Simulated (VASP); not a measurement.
# CdS (P6_3mc) in VASP: further runs, part 3 of 3

VASP 6.6.1. The steps go on from the part before.

**6. Single point, r2SCAN (atoms displaced along a vibrational mode)**

POSCAR

```
CdS
1.0
    4.1245340209      0.0000000000      0.0000000000
   -2.0622670104      3.5719512409      0.0000000000
    0.0000000000      0.0000000000      6.7092066446
Cd S
2 2
Direct
    0.3333333333      0.6666666667     -0.0368285439
    0.6666666667      0.3333333333      0.4631714561
    0.3333333333      0.6666666667      0.4138285439
    0.6666666667      0.3333333333      0.9138285439
```

INCAR.step1

```
PREC     = Accurate       # precision mode
ENCUT    = 520            # plane-wave cutoff, eV
ISMEAR   = 0              # smearing method
SIGMA    = 0.01           # smearing width, eV
LREAL    = False          # projectors in reciprocal space
LASPH    = True           # aspherical terms in the spheres
NELM     = 60             # most SCF steps
NBANDS   = 26             # bands
GGA      = PE             # functional
ALGO     = Normal         # electronic algorithm
EDIFF    = 1E-4           # SCF threshold, eV
LWAVE    = True           # write WAVECAR
LCHARG   = False          # write CHGCAR
```

INCAR.step2

```
PREC     = Accurate       # precision mode
ENCUT    = 520            # plane-wave cutoff, eV
EDIFF    = 1E-7           # SCF threshold, eV
ISMEAR   = 0              # smearing method
SIGMA    = 0.01           # smearing width, eV
LREAL    = False          # projectors in reciprocal space
LASPH    = True           # aspherical terms in the spheres
NELM     = 60             # most SCF steps
ALGO     = Normal         # electronic algorithm
ISIF     = 2              # what is computed and relaxed
LWAVE    = False          # write WAVECAR
LCHARG   = False          # write CHGCAR
METAGGA  = R2SCAN         # meta-GGA
LMIXTAU  = True         
NBANDS   = 26             # bands
ISTART   = 1
```

KPOINTS

```
Automatic mesh
0
Gamma
  9 9 4
```

Potentials or basis: VASP PAW PBE potentials, release 64 (Cd, S).

Run with:

```sh
cat potpaw_PBE.64/Cd/POTCAR potpaw_PBE.64/S/POTCAR > POTCAR
cp INCAR.step1 INCAR
mpirun -np 1 vasp_std > vasp.out
cp INCAR.step2 INCAR
mpirun -np 1 vasp_std > vasp.out
```

OUTCAR:

```text
PREC = Accurate
   ENCUT = 520
   EDIFF = 1E-7
   ISMEAR = 0
   LREAL = False
   LASPH = True
   NELM = 60
   ISIF = 2
   METAGGA = R2SCAN
   ISTART = 1

 ion  position               nearest neighbor table
   1  0.333  0.667  0.963-   4 2.40   4 2.40   4 2.40   3 3.02
   2  0.667  0.333  0.463-   3 2.40   3 2.40   3 2.40   4 3.02
   3  0.333  0.667  0.414-   2 2.40   2 2.40   2 2.40   1 3.02
   4  0.667  0.333  0.914-   1 2.40   1 2.40   1 2.40   2 3.02

  LATTYP: Found a hexagonal cell.
 ALAT       =     4.1245340209
 C/A-ratio  =     1.6266580929

  Lattice vectors:

 A1 = (   4.1245340209,   0.0000000000,   0.0000000000)
 A2 = (  -2.0622670104,   3.5719512409,   0.0000000000)
 A3 = (   0.0000000000,   0.0000000000,   6.7092066446)

Analysis of symmetry for initial positions (statically):
=====================================================================
 Subroutine PRICEL returns:
 Original cell was already a primitive cell.

 Routine SETGRP: Setting up the symmetry group for a
 hexagonal supercell.

 Subroutine GETGRP returns: Found 12 space group operations
[... 170 lines left out ...]
  energy without entropy =      -58.78724209  energy(sigma->0) =      -58.78724209

 E-fermi :   1.1712     XC(G=0):  -9.7278

 val. band max:        1.0638910485   @ k =   0.0000   0.0000   0.0000
 cond. band min:       2.9574930342   @ k =   0.0000   0.0000   0.0000
 fundamental gap:      1.8936019857
 Fermi energy:         1.1712229766

 k-point     1 :       0.0000    0.0000    0.0000
  band No.  band energies     occupation
      1     -11.9994      2.00000
      2     -11.6308      2.00000
      3      -7.2095      2.00000
      4      -7.2095      2.00000
      5      -7.2015      2.00000
      6      -7.2015      2.00000
[... 685 lines left out ...]
     25      11.1067      0.00000
     26      11.1645      0.00000

 [... further k-points ...]

------------------------ aborting loop because EDIFF is reached ----------------------------------------

  FORCE on cell =-STRESS in cart. coord.  units (eV):
  Direction    XX          YY          ZZ          XY          YZ          ZX
  --------------------------------------------------------------------------------------
  -------------------------------------------------------------------------------------
  Total        5.4412753      5.4412753     -1.3759439      0.0000000     -0.0000000      0.0000000
  in kB       88.1981958     88.1981958    -22.3028174      0.0000000     -0.0000000      0.0000000
  external PRESSURE =      51.3645247 kB  Pullay stress =       0.0000000 kB

 VOLUME and BASIS-vectors are now :
 -----------------------------------------------------------------------------
  energy-cutoff  :      520.00
  volume of cell :       98.84
      direct lattice vectors                 reciprocal lattice vectors
     4.124534021  0.000000000  0.000000000     0.242451631  0.139979514  0.000000000
    -2.062267010  3.571951241  0.000000000     0.000000000  0.279959029  0.000000000
     0.000000000  0.000000000  6.709206645     0.000000000  0.000000000  0.149048919

 POSITION                                       TOTAL-FORCE (eV/Angst)
 -----------------------------------------------------------------------------------
     -0.00000      2.38130      6.46212         0.000000     -0.000000      0.643502
      2.06227      1.19065      3.10751        -0.000000      0.000000      0.643502
     -0.00000      2.38130      2.77646         0.000000      0.000000     -0.643502
      2.06227      1.19065      6.13106         0.000000     -0.000000     -0.643502
 -----------------------------------------------------------------------------------
    total drift:                               -0.000000      0.000000      0.000237

  FREE ENERGIE OF THE ION-ELECTRON SYSTEM (eV)
  ---------------------------------------------------
  free  energy   TOTEN  =       -58.7872420898 eV

  energy  without entropy=      -58.7872420898  energy(sigma->0) =      -58.78724209
```

OUTCAR.step1:

```text
PREC = Accurate
   ENCUT = 520
   ISMEAR = 0
   LREAL = False
   LASPH = True
[... 927 lines left out ...]
     -0.00000      2.38130      6.46212         0.000000     -0.000000      0.648150
      2.06227      1.19065      3.10751        -0.000000      0.000000      0.648150
     -0.00000      2.38130      2.77646         0.000000     -0.000000     -0.648150
      2.06227      1.19065      6.13106         0.000000      0.000000     -0.648150
 -----------------------------------------------------------------------------------
    total drift:                                0.000000      0.000000      0.000549

  FREE ENERGIE OF THE ION-ELECTRON SYSTEM (eV)
  ---------------------------------------------------
  free  energy   TOTEN  =       -11.6646176526 eV

  energy  without entropy=      -11.6646176526  energy(sigma->0) =      -11.66461765
```

Wall time 7.4 min (1 thread of Intel Xeon 8259CL, shared host); peak memory 0.27 GiB.

What came out:

| Property | Result |
| --- | --- |
| Free energy | -58.7872 eV |
| Pressure | 5.1 GPa |
| Largest force | 0.644 eV/Å |
| Band gap on the k mesh | 1.89 eV |

Forces on the atoms (eV/Å):
```
Cd   0.000  0.000  0.644
Cd   0.000  0.000  0.644
S    0.000  0.000 -0.644
S    0.000  0.000 -0.644
```

Stress tensor (GPa, compression positive):
```
 8.82  0.00  0.00
 0.00  8.82  0.00
 0.00  0.00 -2.23
```

Levels at points of the mesh, in eV from the valence-band top:
```
           k point  band 14  band 15  band 16  band 17  band 18  band 19  band 20  band 21  band 22  band 23
(0.00, 0.00, 0.00)    -0.47    -0.47    -0.29     0.00     0.00     1.89     2.70     6.90     6.90     7.79
(0.00, 0.00, 0.50)    -2.11    -0.24    -0.24    -0.24    -0.24     3.05     3.05     6.71     6.71     7.14
```

Caveat: the cell differs from its parent crystal (atoms displaced along a vibrational mode); the cell stands under pressure; the PAW data sets were made with another functional, which shifts forces and pressure a little.

**7. Single point, r2SCAN (atoms displaced along a vibrational mode)**

POSCAR

```
CdS
1.0
    4.1245340209      0.0000000000      0.0000000000
   -2.0622670104      3.5719512409      0.0000000000
    0.0000000000      0.0000000000      6.7092066446
Cd S
2 2
Direct
    0.3333333333      0.6666666667     -0.0460803400
    0.6666666667      0.3333333333      0.4539196600
    0.3333333333      0.6666666667      0.4230803400
    0.6666666667      0.3333333333      0.9230803400
```

INCAR.step1

```
ALGO = Normal
EDIFF = 1E-4
ENCUT = 520
GGA = PE
ISMEAR = 0
LASPH = True
LCHARG = False
LREAL = False
LWAVE = True
NBANDS = 26
NELM = 80
PREC = Accurate
SIGMA = 0.01
```

INCAR.step2

```
ALGO = Normal
EDIFF = 1E-6
ENCUT = 520
ISIF = 2
ISMEAR = 0
ISTART = 1
LASPH = True
LCHARG = False
LMIXTAU = True
LREAL = False
LWAVE = False
METAGGA = R2SCAN
NBANDS = 26
NELM = 80
PREC = Accurate
SIGMA = 0.01
```

KPOINTS

```
k-points
0
Gamma
  9 9 4
```

Potentials or basis: VASP PAW PBE potentials, release 64 (Cd, S).

Run with:

```sh
cat potpaw_PBE.64/Cd/POTCAR potpaw_PBE.64/S/POTCAR > POTCAR
cp INCAR.step1 INCAR
mpirun -np 1 vasp_std > vasp.out
cp INCAR.step2 INCAR
mpirun -np 1 vasp_std > vasp.out
```

OUTCAR:

```text
EDIFF = 1E-6
   ENCUT = 520
   ISIF = 2
   ISMEAR = 0
   ISTART = 1
   LASPH = True
   LREAL = False
   METAGGA = R2SCAN
   NELM = 80
   PREC = Accurate

 ion  position               nearest neighbor table
   1  0.333  0.667  0.954-   4 2.39   4 2.39   4 2.39   3 3.15
   2  0.667  0.333  0.454-   3 2.39   3 2.39   3 2.39   4 3.15
   3  0.333  0.667  0.423-   2 2.39   2 2.39   2 2.39   1 3.15
   4  0.667  0.333  0.923-   1 2.39   1 2.39   1 2.39   2 3.15

  LATTYP: Found a hexagonal cell.
 ALAT       =     4.1245340209
 C/A-ratio  =     1.6266580929

  Lattice vectors:

 A1 = (   4.1245340209,   0.0000000000,   0.0000000000)
 A2 = (  -2.0622670104,   3.5719512409,   0.0000000000)
 A3 = (   0.0000000000,   0.0000000000,   6.7092066446)

Analysis of symmetry for initial positions (statically):
=====================================================================
 Subroutine PRICEL returns:
 Original cell was already a primitive cell.

 Routine SETGRP: Setting up the symmetry group for a
 hexagonal supercell.

 Subroutine GETGRP returns: Found 12 space group operations
 (whereof  6 operations were pure point group operations)
 out of a pool of 24 trial point group operations.

The static configuration has the point symmetry C_3v.
 The point group associated with its full space group is C_6v.

Analysis of symmetry for dynamics (positions and initial velocities):
=====================================================================
 Subroutine PRICEL returns:
 Original cell was already a primitive cell.

 Routine SETGRP: Setting up the symmetry group for a
 hexagonal supercell.

 Subroutine GETGRP returns: Found 12 space group operations
 (whereof  6 operations were pure point group operations)
 out of a pool of 24 trial point group operations.

The dynamic configuration has the point symmetry C_3v.
[... 121 lines left out ...]
   IALGO  =     38    algorithm
   IMIX   =      4    mixing-type and parameters
     AMIX     =   0.40;   BMIX     =  1.00
     AMIX_MAG =   1.60;   BMIX_MAG =  1.00
  volume/ion in A,a.u.               =      24.71       166.76
  Fermi-wavevector in a.u.,A,eV,Ry     =   1.169118  2.209313 18.596956  1.366838
  Thomas-Fermi vector in A             =   2.305596
   LORBIT       =      0    0 simple, 1 ext, 2 COOP (PROOUT), +10 PAW based schemes
   METAGGA = R2SCAN    functional components
   LHFCALC =     F    Hartree Fock is set to
   AEXX    =    0.0000 exact exchange contribution
   IVDW    =     0    specifies the selected vdW correction
   LEPSILON=     F    determine dielectric tensor
   LRPA    =     F    only Hartree local field effects (RPA)
 non-spin polarized calculation
 Gauss-broadening in eV      SIGMA  =   0.01
  energy-cutoff  :      520.00
  volume of cell :       98.84
 maximum number of plane-waves:      2695
 NGX is ok and might be reduce to    32
   NGX = 15   NGY = 15   NGZ = 25

 number of electron      35.9999999 magnetization

 Free energy of the ion-electron system (eV)
  ---------------------------------------------------
  ext. energy  EPLUGINS =         0.00000000
  ---------------------------------------------------
  free energy    TOTEN  =       -58.65002741 eV

  energy without entropy =      -58.65002741  energy(sigma->0) =      -58.65002741

 E-fermi :   1.1478     XC(G=0):  -9.7234

 val. band max:        1.0639142410   @ k =   0.0000   0.0000   0.0000
 cond. band min:       2.9870930143   @ k =   0.0000   0.0000   0.0000
 fundamental gap:      1.9231787733
 Fermi energy:         1.1478267690

 k-point     1 :       0.0000    0.0000    0.0000
  band No.  band energies     occupation
      1     -12.0420      2.00000
      2     -11.6808      2.00000
      3      -7.2745      2.00000
      4      -7.2745      2.00000
      5      -7.2741      2.00000
      6      -7.2741      2.00000
[... 685 lines left out ...]
     25      11.1431      0.00000
     26      11.1431      0.00000

 [... further k-points ...]

------------------------ aborting loop because EDIFF is reached ----------------------------------------

  FORCE on cell =-STRESS in cart. coord.  units (eV):
  Direction    XX          YY          ZZ          XY          YZ          ZX
  --------------------------------------------------------------------------------------
  -------------------------------------------------------------------------------------
  Total        6.0920060      6.0920060     -1.3487011      0.0000000      0.0000000      0.0000000
  in kB       98.7459578     98.7459578    -21.8612362      0.0000000      0.0000000      0.0000000
  external PRESSURE =      58.5435598 kB  Pullay stress =       0.0000000 kB

 VOLUME and BASIS-vectors are now :
 -----------------------------------------------------------------------------
  energy-cutoff  :      520.00
  volume of cell :       98.84
      direct lattice vectors                 reciprocal lattice vectors
     4.124534021  0.000000000  0.000000000     0.242451631  0.139979514  0.000000000
    -2.062267010  3.571951241  0.000000000     0.000000000  0.279959029  0.000000000
     0.000000000  0.000000000  6.709206645     0.000000000  0.000000000  0.149048919

 POSITION                                       TOTAL-FORCE (eV/Angst)
 -----------------------------------------------------------------------------------
     -0.00000      2.38130      6.40004         0.000000     -0.000000      0.448706
      2.06227      1.19065      3.04544        -0.000000      0.000000      0.448706
     -0.00000      2.38130      2.83853         0.000000     -0.000000     -0.448706
      2.06227      1.19065      6.19314         0.000000     -0.000000     -0.448706
 -----------------------------------------------------------------------------------
    total drift:                                0.000000      0.000000     -0.000754

  FREE ENERGIE OF THE ION-ELECTRON SYSTEM (eV)
  ---------------------------------------------------
  free  energy   TOTEN  =       -58.6500274149 eV

  energy  without entropy=      -58.6500274149  energy(sigma->0) =      -58.65002741
```

OUTCAR.step1:

```text
EDIFF = 1E-4
   ENCUT = 520
   GGA = PE
   ISMEAR = 0
[... 928 lines left out ...]
     -0.00000      2.38130      6.40004         0.000000     -0.000000      0.453971
      2.06227      1.19065      3.04544        -0.000000      0.000000      0.453971
     -0.00000      2.38130      2.83853        -0.000000     -0.000000     -0.453971
      2.06227      1.19065      6.19314         0.000000      0.000000     -0.453971
 -----------------------------------------------------------------------------------
    total drift:                                0.000000      0.000000      0.000562

  FREE ENERGIE OF THE ION-ELECTRON SYSTEM (eV)
  ---------------------------------------------------
  free  energy   TOTEN  =       -11.5261821959 eV

  energy  without entropy=      -11.5261821959  energy(sigma->0) =      -11.52618220
```

It took 6.1 min on 1 thread of Intel Xeon 8259CL, shared host; peak memory 0.27 GiB.

Results:

- Free energy: -58.6500 eV
- Pressure: 5.9 GPa
- Largest force: 0.449 eV/Å
- Band gap on the k mesh: 1.92 eV

Forces on the atoms (eV/Å):
```
Cd   0.000  0.000  0.449
Cd   0.000  0.000  0.449
S    0.000  0.000 -0.449
S    0.000  0.000 -0.449
```

Stress tensor (GPa, compression positive):
```
 9.87  0.00  0.00
 0.00  9.87  0.00
 0.00  0.00 -2.19
```

Caveat: the cell differs from its parent crystal (atoms displaced along a vibrational mode); the cell stands under pressure; the PAW data sets were made with another functional, which shifts forces and pressure a little.

**8. Overview**

| cell | gap on the mesh (eV) | pressure (GPa) | largest force (eV/Å) |
| --- | --- | --- | --- |
| as given, atomic positions A | 1.69 | 2.1 | - |
| as given, atomic positions B | 1.74 | 2.5 | 0.48 |
| as given, atomic positions C | 1.79 | 3.3 | 0.70 |
| as given, atomic positions D | 1.85 | 4.2 | 0.74 |
| as given, atomic positions E | 1.89 | 5.1 | 0.64 |
| as given, atomic positions F | 1.92 | 5.9 | 0.45 |

Alike in all rows: task single point; level r2SCAN; potentials or basis VASP PAW PBE potentials, release 64 (Cd, S); no spin polarisation; k mesh 9 × 9 × 4; cutoff (eV) 520; smearing gaussian 0.01 eV.

Caveats: the PAW data sets were made with another functional, which shifts forces and pressure a little; the cell stands under pressure (at least some runs).

Total energies depend on the potentials used, so only differences within one code and one set of settings carry meaning.
